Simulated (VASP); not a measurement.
Wanted: the native input for a VASP 6.6.1 run.

* Task: single point
* Functional: PBE
* Potentials or basis: VASP PAW PBE potentials, release 64 (Sn_d, Pb_d, S)
* Cutoff: 520 eV
* k mesh: 6 × 6 × 6
* Occupations: gaussian, width 0.1 eV
* Spin: no spin polarisation
* Dipole correction: no
* Further INCAR settings: ALGO = Normal; EDIFF = 1e-07; NBANDS = 50

The structure of Sn3PbS4 lies in POSCAR:

```
Sn3PbS4
1.0
    5.8945701299      0.0000000000      0.0000000000
    0.0000000000      5.8945701299      0.0000000000
    0.0000000000      0.0000000000      5.8945701299
Sn Pb S
3 1 4
Direct
    0.0000000000      0.5000000000      0.5000000000
    0.5000000000      0.5000000000      0.0000000000
    0.5000000000      0.0000000000      0.5000000000
    0.0000000000      0.0000000000      0.0000000000
    0.5000000000      0.0000000000      0.0000000000
    0.0000000000      0.0000000000      0.5000000000
    0.5000000000      0.5000000000      0.5000000000
    0.0000000000      0.5000000000      0.0000000000
```

These files were run (other wordings do the same):

INCAR

```
SYSTEM = Sn3PbS4
PREC = Accurate
ENCUT = 520
EDIFF = 1E-7
ISMEAR = 0
SIGMA = 0.1
LREAL = .False.
LASPH = .True.
NELM = 100
ALGO = Normal
ISIF = 2
LWAVE = .False.
LCHARG = .False.
GGA = PE
NBANDS = 50
```

KPOINTS

```
Automatic mesh
0
Gamma
  6 6 6
  0 0 0
```

Potentials or basis: VASP PAW PBE potentials, release 64 (Sn_d, Pb_d, S).

Command:

```console
$ cat potpaw_PBE.64/Sn_d/POTCAR potpaw_PBE.64/Pb_d/POTCAR potpaw_PBE.64/S/POTCAR > POTCAR
$ mpirun -np 1 vasp_std > vasp.out
```

Results of the run:

```json
{
 "Pressure": "-0.1 GPa",
 "Band gap on the k mesh": "zero (filled and empty bands touch)"
}
```

Caveat: spin-orbit coupling is left out, which moves the levels of the heavy elements.

Wall time 3.2 min on 1 thread of Intel(R) Xeon(R) Platinum 8488C (Sapphire Rapids), on a shared host, peak memory 0.42 GiB.
